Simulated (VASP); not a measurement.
Crystal: MgS.

```
Mg S
1.0
     3.13063    0.00000    0.00000
    -1.56532    2.71121    0.00000
     0.00000    0.00000    4.56484
Mg S
1 1
Direct
  0.00000 0.00000 0.00000
  0.00000 0.00000 0.50000
```

The cell was generated, and may not be a known phase.

| Quantity | Value |
| --- | --- |
| Program | VASP 6.6.1 |
| Task | relaxation of cell and atoms |
| Functional | PBE |
| Potentials or basis | VASP PAW PBE potentials, release 64 (Mg_sv, S) |
| Cutoff | 840 eV |
| k mesh | 6 × 6 × 4 |
| Occupations | gaussian, width 0.1 eV |
| Spin | no spin polarisation |

At the start: pressure 10.6 GPa; volume 19.37 Å³/atom.

Problem. How do energy, volume and symmetry change on relaxing?

Solution. Over 20 steps the energy falls by 495.0 meV/atom and the volume is 34.53 Å³/atom (+78.2 %); space group P6/mmm (No. 191, to 0.1 Å) before and after.

The path:
| step | energy change (eV) | largest force (eV/Å) | pressure (GPa) | volume (Å³) |
| --- | --- | --- | --- | --- |
| 1 | 0.0000 | 0.0000 | 10.64 | 38.75 |
| 2 | -0.1803 | 0.0000 | -0.71 | 46.41 |
| 3 | -0.1855 | 0.0000 | 0.67 | 45.03 |
| 4 | -0.2972 | 0.0000 | 0.87 | 47.08 |
| 5 | -0.4252 | 0.0000 | 1.68 | 49.52 |
| 6 | -0.7348 | 0.0000 | 4.57 | 54.27 |
| 7 | 0.0757 | 0.0000 | 16.63 | 62.87 |
| 8 | -0.7828 | 0.0000 | 6.37 | 56.11 |
| 9 | -0.7788 | 0.0000 | 7.08 | 56.73 |
| 10 | -0.7961 | 0.0000 | 6.94 | 57.65 |
| 11 | -0.8361 | 0.0000 | 6.50 | 60.43 |
| 12 | -0.8400 | 0.0000 | 5.35 | 66.17 |
| 13 | -0.8526 | 0.0000 | 5.97 | 63.41 |
| 14 | -0.9056 | 0.0000 | 4.52 | 64.77 |
| 15 | -0.9856 | 0.0000 | 0.72 | 68.99 |
| 16 | -0.9885 | 0.0000 | -0.03 | 69.96 |
| 17 | -0.9885 | 0.0000 | -0.13 | 70.09 |
| 18 | -0.9889 | 0.0000 | -0.12 | 69.99 |
| 19 | -0.9897 | 0.0000 | -0.06 | 69.67 |
| 20 | -0.9900 | 0.0000 | 0.04 | 69.05 |

Final structure:
```xyz
2
Lattice="4.2434 0.0000 0.0000 -2.1217 3.6749 0.0000 0.0000 0.0000 4.4279" Properties=species:S:1:pos:R:3 pbc="T T T"
Mg    0.0000    0.0000    0.0000
S     0.0000    0.0000    2.2140
```

Caveat: the volume moved by over 15 % at a fixed basis, so the end points are rough.
